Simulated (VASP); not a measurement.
Mo: single point with PBEsol

Mo:

```xyz
1
Lattice="2.6945 0.0000 0.0000 -1.3472 2.3335 0.0000 0.0000 0.0000 2.5935" Properties=species:S:1:pos:R:3 pbc="T T T"
Mo    0.0000    0.0000    1.2968
```

This cell differs from its parent crystal: strain -0.015 along x and y, +0.015 along z.

```json
{
 "Program": "VASP 6.6.1",
 "Task": "single point",
 "Functional": "PBEsol",
 "Potentials or basis": "VASP PAW PBE potentials, release 64 (Mo_sv)",
 "Cutoff": "520 eV",
 "k mesh": "18 × 18 × 18",
 "Occupations": "gaussian, width 0.15 eV",
 "Spin": "no spin polarisation"
}
```

```yaml
Pressure: 0.6 GPa
Band_gap_on_the_k_mesh: zero (band 7 reaches 12.54 eV, above the bottom of band 8 at 10.78 eV)
```

Stress tensor (GPa, compression positive):
```
  6.52   0.00   0.00
  0.00   6.52   0.00
  0.00   0.00 -11.28
```

Levels at points of the mesh, in eV from the Fermi level:
| k point | band 5 | band 6 | band 7 | band 8 | band 9 | band 10 |
| --- | --- | --- | --- | --- | --- | --- |
| (0.00, 0.00, 0.00) | -6.94 | -4.42 | -0.96 | -0.96 | 4.05 | 4.05 |
| (0.50, 0.00, 0.00) | -5.14 | -3.04 | 0.52 | 1.16 | 3.30 | 4.70 |
| (0.00, 0.00, 0.50) | -4.03 | -0.27 | -0.23 | -0.23 | 1.08 | 1.08 |
| (0.50, 0.00, 0.50) | -5.48 | -3.77 | -0.28 | 4.99 | 5.94 | 6.24 |

It took 40 s on 1 thread of Intel(R) Xeon(R) Platinum 8488C (Sapphire Rapids), on a shared host, peak memory 0.18 GiB.

Caveat: the cell differs from its parent crystal (strain -0.015 along x and y, +0.015 along z); the PAW data sets were made with another functional, which shifts forces and pressure a little.
